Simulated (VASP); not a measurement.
# AlCu (Cmmm) in VASP: notebook

AlCu is run at these levels: r2SCAN; tasks: single point.

Program: VASP 6.6.1. These are calculated values, not measurements. Logs are shortened: lines on timing, memory, paths and dates and some standing lists are left out, and cuts for length are marked.

## Step 1: The cell of the first run

It takes space group Cmmm (No. 65, orthorhombic). Conventional cell: a = 4.234 Å, b = 4.244 Å, c = 2.998 Å, α = 90.00°, β = 90.00°, γ = 90.00°. Within 3.4 Å of Al (site symmetry mmm) lie 8 Cu at 2.59 to 2.60 Å and 6 Al at 3.00 Å. Cu (site symmetry mmm) has 8 Al at 2.59 to 2.60 Å and 6 Cu at 3.00 Å within 3.4 Å.

## Step 2: Single point, r2SCAN (strain +0.0025 x Voigt [0, 0, 0, 0, 0, 1])

File POSCAR:

```
AlCu
1.0
    2.9975090000      0.0037468862      0.0000000000
    0.0037468862      2.9975090000      0.0000000000
    0.0000000000      0.0000000000      2.9975090000
Al Cu
1 1
Direct
    0.0000000000      0.0000000000      0.0000000000
    0.5000000000      0.5000000000      0.5000000000
```

File INCAR.step1:

```
SYSTEM = AlCu
PREC = Accurate
ENCUT = 520
ISMEAR = 0
SIGMA = 0.15
LREAL = .False.
LASPH = .True.
NELM = 60
NBANDS = 14
GGA = PE
ALGO = Normal
EDIFF = 1E-4
LWAVE = .True.
LCHARG = .False.
```

File INCAR.step2:

```
SYSTEM = AlCu
PREC = Accurate
ENCUT = 520
EDIFF = 1E-7
ISMEAR = 0
SIGMA = 0.15
LREAL = .False.
LASPH = .True.
NELM = 60
ALGO = Normal
ISIF = 2
LWAVE = .False.
LCHARG = .False.
METAGGA = R2SCAN
LMIXTAU = .True.
NBANDS = 14
ISTART = 1
```

File KPOINTS:

```
Automatic mesh
0
Gamma
  16 16 16
  0 0 0
```

Potentials or basis: VASP PAW PBE potentials, release 64 (Al, Cu).

Started as:

```bash
cat potpaw_PBE.64/Al/POTCAR potpaw_PBE.64/Cu/POTCAR > POTCAR
cp INCAR.step1 INCAR
mpirun -np 1 vasp_std > vasp.out
cp INCAR.step2 INCAR
mpirun -np 1 vasp_std > vasp.out
```

OUTCAR:

```text
SYSTEM = AlCu
   PREC = Accurate
   ENCUT = 520
   EDIFF = 1E-7
   ISMEAR = 0
   LREAL = .False.
   LASPH = .True.
   NELM = 60
   ISIF = 2
   METAGGA = R2SCAN
   ISTART = 1

 ion  position               nearest neighbor table
   1  0.000  0.000  0.000-   2 2.59   2 2.59   2 2.59   2 2.59   2 2.60   2 2.60   2 2.60   2 2.60

   2  0.500  0.500  0.500-   1 2.59   1 2.59   1 2.59   1 2.59   1 2.60   1 2.60   1 2.60   1 2.60

  LATTYP: Found a base centered orthorhombic cell.
 ALAT       =     4.2338189839
 B/A-ratio  =     1.0025031289
 C/A-ratio  =     0.7079917709

  Lattice vectors:

 A1 = (  -0.0037468862,  -2.9975090000,   0.0000000000)
 A2 = (   2.9975090000,   0.0037468862,   0.0000000000)
 A3 = (   0.0000000000,   0.0000000000,   2.9975090000)

Analysis of symmetry for initial positions (statically):
=====================================================================
 Subroutine PRICEL returns:
 Original cell was already a primitive cell.

 Routine SETGRP: Setting up the symmetry group for a
 base centered orthorhombic supercell.

 Subroutine GETGRP returns: Found  8 space group operations
 (whereof  8 operations were pure point group operations)
 out of a pool of  8 trial point group operations.

The static configuration has the point symmetry D_2h.

Analysis of symmetry for dynamics (positions and initial velocities):
=====================================================================
 Subroutine PRICEL returns:
 Original cell was already a primitive cell.

 Routine SETGRP: Setting up the symmetry group for a
 base centered orthorhombic supercell.

 Subroutine GETGRP returns: Found  8 space group operations
 (whereof  8 operations were pure point group operations)
 out of a pool of  8 trial point group operations.

The dynamic configuration has the point symmetry D_2h.

 Subroutine INISYM returns: Found  8 space group operations
 (whereof  8 operations are pure point group operations),
 and found     1 'primitive' translations

----------------------------------------------------------------------------------------

                                     Primitive cell

  volume of cell :      26.9328

  direct lattice vectors                    reciprocal lattice vectors
     2.997509000  0.003746886  0.000000000     0.333610862 -0.000417014  0.000000000
     0.003746886  2.997509000  0.000000000    -0.000417014  0.333610862  0.000000000
     0.000000000  0.000000000  2.997509000     0.000000000  0.000000000  0.333610341

  length of vectors
     2.997511342  2.997511342  2.997509000     0.333611123  0.333611123  0.333610341

  position of ions in fractional coordinates (direct lattice)
     0.000000000  0.000000000  0.000000000
     0.500000000  0.500000000  0.500000000

  ion indices of the primitive-cell ions
   primitive index   ion index
                 1           1
                 2           2

----------------------------------------------------------------------------------------

 KPOINTS: Automatic mesh

Automatic generation of k-mesh.
 Grid dimensions read from file:
 generate k-points for:   16   16   16

 Generating k-lattice:

  Cartesian coordinates                     Fractional coordinates (reciprocal lattice)
     0.020850679 -0.000026063  0.000000000     0.062500000 -0.000000000  0.000000000
    -0.000026063  0.020850679  0.000000000    -0.000000000  0.062500000  0.000000000
     0.000000000  0.000000000  0.020850646     0.000000000  0.000000000  0.062500000

  Length of vectors
     0.020850695  0.020850695  0.020850646

  Shift w.r.t. Gamma in fractional coordinates (k-lattice)
     0.000000000  0.000000000  0.000000000

 Subroutine IBZKPT returns following result:
 ===========================================

 Found    657 irreducible k-points:

 Following reciprocal coordinates:
            Coordinates               Weight
  0.000000  0.000000  0.000000      1.000000
  0.062500  0.000000  0.000000      4.000000
  0.125000  0.000000  0.000000      4.000000
  0.187500  0.000000  0.000000      4.000000
  0.250000  0.000000  0.000000      4.000000
  0.312500 -0.000000  0.000000      4.000000
[... 16 lines left out ...]
 -0.125000  0.062500  0.000000      4.000000
 -0.062500  0.062500  0.000000      2.000000
 [... further k-points ...]
   k-points           NKPTS =    657   k-points in BZ     NKDIM =    657   number of bands    NBANDS=     14
   number of dos      NEDOS =    301   number of ions     NIONS =      2
   total plane-waves  NPLWV =  13824
   dimension x,y,z NGX =    24 NGY =   24 NGZ =   24
   dimension x,y,z NGXF=    48 NGYF=   48 NGZF=   48
   ions per type =               1   1
   NGX,Y,Z   is equivalent  to a cutoff of  13.31, 13.31, 13.31 a.u.
   NGXF,Y,Z  is equivalent  to a cutoff of  26.62, 26.62, 26.62 a.u.
 SYSTEM =  AlCu
   PREC   = accura    normal or accurate (medium, high low for compatibility)
   ISTART =      1    job   : 0-new  1-cont  2-samecut
   ICHARG =      0    charge: 1-file 2-atom 10-const
   ISPIN  =      1    spin polarized calculation?
   LNONCOLLINEAR =      F non collinear calculations
   LSORBIT =      F    spin-orbit coupling
   LASPH  =      T    aspherical Exc in radial PAW
   ENCUT  =  520.0 eV  38.22 Ry    6.18 a.u.   5.57  5.57  5.57*2*pi/ulx,y,z
   NELM   =     60;   NELMIN=  2; NELMDL=  0     # of ELM steps
   EDIFF  = 0.1E-06   stopping-criterion for ELM
   LREAL  =      F    real-space projection
   EDIFFG = 0.1E-05   stopping-criterion for IOM
   NSW    =      0    number of steps for IOM
   IBRION =     -1    ionic relax: 0-MD 1-quasi-New 2-CG
   NFREE  =      0    steps in history (QN), initial steepest desc. (CG)
   ISIF   =      2    stress and relaxation
   ISYM   =      2    0-nonsym 1-usesym 2-fastsym
   POTIM  = 0.5000    time-step for ionic-motion
   TEBEG  =    0.0;   TEEND  =   0.0 temperature during run
   PSTRESS=    0.0 pullay stress
   NELECT =      14.0000    total number of electrons
   NUPDOWN=      -1.0000    fix difference up-down
   EMIN   =  10.00;   EMAX   =-10.00  energy-range for DOS
   EFERMI =   0.00;   METHOD = LEGACY
   ISMEAR =     0;   SIGMA  =   0.15  broadening in eV -4-tet -1-fermi 0-gaus
   EFERMI_NEDOS =   21; number of points for ismear=-14 and -15
   IALGO  =     38    algorithm
   IMIX   =      4    mixing-type and parameters
     AMIX     =   0.40;   BMIX     =  1.00
     AMIX_MAG =   1.60;   BMIX_MAG =  1.00
  volume/ion in A,a.u.               =      13.47        90.88
  Fermi-wavevector in a.u.,A,eV,Ry     =   1.316307  2.487460 23.574332  1.732665
  Thomas-Fermi vector in A             =   2.446428
   LORBIT       =      0    0 simple, 1 ext, 2 COOP (PROOUT), +10 PAW based schemes
   METAGGA = R2SCAN    functional components
   LHFCALC =     F    Hartree Fock is set to
   AEXX    =    0.0000 exact exchange contribution
   IVDW    =     0    specifies the selected vdW correction
   LEPSILON=     F    determine dielectric tensor
   LRPA    =     F    only Hartree local field effects (RPA)
 non-spin polarized calculation
 Gauss-broadening in eV      SIGMA  =   0.15
  energy-cutoff  :      520.00
  volume of cell :       26.93
 maximum number of plane-waves:       742
   NGX = 11   NGY = 11   NGZ = 11

 number of electron      14.0000020 magnetization

 Free energy of the ion-electron system (eV)
  ---------------------------------------------------
  ext. energy  EPLUGINS =         0.00000000
  ---------------------------------------------------
  free energy    TOTEN  =       -17.88899529 eV

  energy without entropy =      -17.88269045  energy(sigma->0) =      -17.88584287

 E-fermi :   9.0657     XC(G=0): -12.4258

 val. band max:        9.0554239862   @ k =  -0.3750   0.3750   0.1875
 cond. band min:       9.0690791731   @ k =   0.4375   0.4375   0.2500
 fundamental gap:      0.0136551869
 Fermi energy:         9.0657458222

 k-point     1 :       0.0000    0.0000    0.0000
  band No.  band energies     occupation
      1      -3.0995      2.00000
      2       3.9046      2.00000
      3       3.9046      2.00000
      4       4.9929      2.00000
      5       4.9955      2.00000
      6       4.9982      2.00000
      7      13.1111      0.00000
      8      13.1218      0.00000
      9      13.1326      0.00000
     10      15.4824      0.00000
     11      15.4824      0.00000
     12      20.1128      0.00000
     13      28.3759      0.00000
     14      28.3801      0.00000

 k-point     2 :       0.0625    0.0000    0.0000
  band No.  band energies     occupation
      1      -3.0297      2.00000
      2       3.9071      2.00000
      3       3.9151      2.00000
      4       4.9761      2.00000
      5       4.9764      2.00000
      6       4.9979      2.00000
      7      12.2177      0.00000
      8      13.2058      0.00000
      9      13.2060      0.00000
     10      15.5087      0.00000
     11      16.2785      0.00000
     12      20.3893      0.00000
     13      27.4795      0.00000
     14      27.4809      0.00000

 k-point     3 :       0.1250    0.0000    0.0000
  band No.  band energies     occupation
      1      -2.8211      2.00000
      2       3.9070      2.00000
      3       3.9452      2.00000
      4       4.9229      2.00000
      5       4.9230      2.00000
      6       5.0035      2.00000
      7      10.7042      0.00000
      8      13.4542      0.00000
      9      13.4543      0.00000
     10      15.5871      0.00000
     11      17.3924      0.00000
     12      21.2975      0.00000
     13      25.9445      0.00000
     14      25.9460      0.00000
[... 324 lines left out ...]
 k-point    23 :      -0.1250    0.0625    0.0000
  band No.  band energies     occupation
      1      -2.7511      2.00000
      2       3.9181      2.00000
      3       3.9497      2.00000
      4       4.9012      2.00000
      5       4.9237      2.00000
      6       4.9865      2.00000
      7      10.7533      0.00000
      8      12.5620      0.00000
      9      13.5380      0.00000
     10      16.1361      0.00000
     11      17.7877      0.00000
     12      21.4709      0.00000
     13      25.0431      0.00000
     14      25.9844      0.00000

 k-point    24 :      -0.0625    0.0625    0.0000
  band No.  band energies     occupation
      1      -2.9597      2.00000
      2       3.9144      2.00000
      3       3.9213      2.00000
      4       4.9567      2.00000
      5       4.9717      2.00000
      6       4.9855      2.00000
      7      12.1334      0.00000
      8      12.4679      0.00000
      9      13.2900      0.00000
     10      15.9300      0.00000
     11      16.7093      0.00000
     12      20.6382      0.00000
     13      26.5867      0.00000
     14      27.4749      0.00000

 [... further k-points ...]
[... 5 lines left out ...]
  --------------------------------------------------------------------------------------
  -------------------------------------------------------------------------------------
  Total       -0.8277176     -0.8277176     -0.8279859     -0.0134566      0.0000000      0.0000000
  in kB      -49.2393126    -49.2393126    -49.2552739     -0.8005078      0.0000000      0.0000000
  external PRESSURE =     -49.2446330 kB  Pullay stress =       0.0000000 kB

 VOLUME and BASIS-vectors are now :
 -----------------------------------------------------------------------------
  energy-cutoff  :      520.00
  volume of cell :       26.93
      direct lattice vectors                 reciprocal lattice vectors
     2.997509000  0.003746886  0.000000000     0.333610862 -0.000417014  0.000000000
     0.003746886  2.997509000  0.000000000    -0.000417014  0.333610862  0.000000000
     0.000000000  0.000000000  2.997509000     0.000000000  0.000000000  0.333610341

 POSITION                                       TOTAL-FORCE (eV/Angst)
 -----------------------------------------------------------------------------------
      0.00000      0.00000      0.00000        -0.000000      0.000000      0.000000
      1.50063      1.50063      1.49875         0.000000      0.000000      0.000000
 -----------------------------------------------------------------------------------
    total drift:                                0.000000      0.000000     -0.000000

  FREE ENERGIE OF THE ION-ELECTRON SYSTEM (eV)
  ---------------------------------------------------
  free  energy   TOTEN  =       -17.8889952885 eV

  energy  without entropy=      -17.8826904499  energy(sigma->0) =      -17.88584287
```

Wall time 10 min (1 thread of Intel Xeon 8259CL, shared host); peak memory 0.36 GiB.

Results:

```yaml
Free_energy: -17.8890 eV
Pressure: -4.9 GPa
Band_gap_on_the_k_mesh: zero (bands 7 and 8 overlap by 4.93 eV)
```

Stress tensor (GPa, compression positive):
```
-4.92 -0.08  0.00
-0.08 -4.92  0.00
 0.00  0.00 -4.93
```

Caveat: the cell differs from its parent crystal (strain +0.0025 x Voigt [0, 0, 0, 0, 0, 1]); the cell stands under tension; the PAW data sets were made with another functional, which shifts forces and pressure a little.

## Step 3: Single point, r2SCAN (strain +0.0175 x Voigt [0, 0, 0, 0, 0, 1])

File POSCAR:

```
AlCu
1.0
    2.9975090000      0.0262282038      0.0000000000
    0.0262282038      2.9975090000      0.0000000000
    0.0000000000      0.0000000000      2.9975090000
Al Cu
1 1
Direct
    0.0000000000      0.0000000000      0.0000000000
    0.5000000000      0.5000000000      0.5000000000
```

File INCAR.step1:

```
SYSTEM = AlCu
  PREC = Accurate
  ENCUT = 520
  ISMEAR = 0
  SIGMA = 0.15
  LREAL = .FALSE.
  LASPH = .TRUE.
  NELM = 100
  NBANDS = 14
  GGA = PE
  ALGO = Normal
  EDIFF = 1E-4
  LWAVE = .TRUE.
  LCHARG = .FALSE.
```

File INCAR.step2:

```
SYSTEM = AlCu
  PREC = Accurate
  ENCUT = 520
  EDIFF = 1E-6
  ISMEAR = 0
  SIGMA = 0.15
  LREAL = .FALSE.
  LASPH = .TRUE.
  NELM = 100
  ALGO = Normal
  ISIF = 2
  LWAVE = .FALSE.
  LCHARG = .FALSE.
  METAGGA = R2SCAN
  LMIXTAU = .TRUE.
  NBANDS = 14
  ISTART = 1
```

File KPOINTS:

```
Automatic mesh
0
G
  16 16 16
  0 0 0
```

Potentials or basis: VASP PAW PBE potentials, release 64 (Al, Cu).

Started as:

```bash
cat potpaw_PBE.64/Al/POTCAR potpaw_PBE.64/Cu/POTCAR > POTCAR
cp INCAR.step1 INCAR
mpirun -np 1 vasp_std > vasp.out
cp INCAR.step2 INCAR
mpirun -np 1 vasp_std > vasp.out
```

OUTCAR:

```text
SYSTEM = AlCu
   PREC = Accurate
   ENCUT = 520
   EDIFF = 1E-6
   ISMEAR = 0
   LREAL = .FALSE.
   LASPH = .TRUE.
   NELM = 100
   ISIF = 2
   METAGGA = R2SCAN
   ISTART = 1

 ion  position               nearest neighbor table
   1  0.000  0.000  0.000-   2 2.58   2 2.58   2 2.58   2 2.58   2 2.61   2 2.61   2 2.61   2 2.61

   2  0.500  0.500  0.500-   1 2.58   1 2.58   1 2.58   1 2.58   1 2.61   1 2.61   1 2.61   1 2.61

  LATTYP: Found a base centered orthorhombic cell.
 ALAT       =     4.2020255996
 B/A-ratio  =     1.0176544767
 C/A-ratio  =     0.7133485813

  Lattice vectors:

 A1 = (  -0.0262282038,  -2.9975090000,   0.0000000000)
 A2 = (   2.9975090000,   0.0262282038,   0.0000000000)
 A3 = (   0.0000000000,   0.0000000000,   2.9975090000)

Analysis of symmetry for initial positions (statically):
=====================================================================
 Subroutine PRICEL returns:
 Original cell was already a primitive cell.

 Routine SETGRP: Setting up the symmetry group for a
 base centered orthorhombic supercell.

 Subroutine GETGRP returns: Found  8 space group operations
 (whereof  8 operations were pure point group operations)
 out of a pool of  8 trial point group operations.

[... 171 lines left out ...]
      1      -3.0991      2.00000
      2       3.9035      2.00000
      3       3.9054      2.00000
      4       4.9766      2.00000
      5       4.9947      2.00000
      6       5.0130      2.00000
      7      13.0512      0.00000
      8      13.1220      0.00000
      9      13.2016      0.00000
     10      15.4841      0.00000
     11      15.4865      0.00000
     12      20.1161      0.00000
     13      28.3403      0.00000
     14      28.3419      0.00000
[... 377 lines left out ...]
      1      -2.9571      2.00000
      2       3.9136      2.00000
      3       3.9206      2.00000
      4       4.9552      2.00000
      5       4.9569      2.00000
      6       5.0001      2.00000
      7      12.1648      0.00000
      8      12.3958      0.00000
      9      13.2930      0.00000
     10      15.9347      0.00000
     11      16.7544      0.00000
     12      20.6539      0.00000
     13      26.8370      0.00000
     14      27.4272      0.00000

 [... further k-points ...]
[... 5 lines left out ...]
  --------------------------------------------------------------------------------------
  -------------------------------------------------------------------------------------
  Total       -0.8040136     -0.8040136     -0.8214214     -0.1053652      0.0000000      0.0000000
  in kB      -47.8327918    -47.8327918    -48.8684246     -6.2684436      0.0000000      0.0000000
  external PRESSURE =     -48.1780027 kB  Pullay stress =       0.0000000 kB

 VOLUME and BASIS-vectors are now :
 -----------------------------------------------------------------------------
  energy-cutoff  :      520.00
  volume of cell :       26.93
      direct lattice vectors                 reciprocal lattice vectors
     2.997509000  0.026228204  0.000000000     0.333635885 -0.002919314  0.000000000
     0.026228204  2.997509000  0.000000000    -0.002919314  0.333635885  0.000000000
     0.000000000  0.000000000  2.997509000     0.000000000  0.000000000  0.333610341

 POSITION                                       TOTAL-FORCE (eV/Angst)
 -----------------------------------------------------------------------------------
      0.00000      0.00000      0.00000         0.000000      0.000000      0.000000
      1.51187      1.51187      1.49875        -0.000000      0.000000      0.000000
 -----------------------------------------------------------------------------------
    total drift:                                0.000000      0.000000     -0.000000

  FREE ENERGIE OF THE ION-ELECTRON SYSTEM (eV)
  ---------------------------------------------------
  free  energy   TOTEN  =       -17.8881976805 eV

  energy  without entropy=      -17.8820852756  energy(sigma->0) =      -17.88514148
```

OUTCAR.step1:

```text
SYSTEM = AlCu
   PREC = Accurate
   ENCUT = 520
   ISMEAR = 0
   LREAL = .FALSE.
   LASPH = .TRUE.
[... 632 lines left out ...]
      0.00000      0.00000      0.00000        -0.000000      0.000000      0.000000
      1.51187      1.51187      1.49875         0.000000      0.000000      0.000000
 -----------------------------------------------------------------------------------
    total drift:                                0.000000      0.000000     -0.000000

  FREE ENERGIE OF THE ION-ELECTRON SYSTEM (eV)
  ---------------------------------------------------
  free  energy   TOTEN  =        -7.7629116153 eV

  energy  without entropy=       -7.7561783148  energy(sigma->0) =       -7.75954497
```

Wall time 4.6 min (1 thread of Intel Xeon Platinum 8488C (Sapphire Rapids), shared host); peak memory 0.35 GiB.

Results:

| Property | Result |
| --- | --- |
| Free energy | -17.8882 eV |
| Pressure | -4.8 GPa |
| Band gap on the k mesh | zero (bands 7 and 8 overlap by 4.89 eV) |

Caveat: the cell differs from its parent crystal (strain +0.0175 x Voigt [0, 0, 0, 0, 0, 1]); the cell stands under tension; the PAW data sets were made with another functional, which shifts forces and pressure a little.
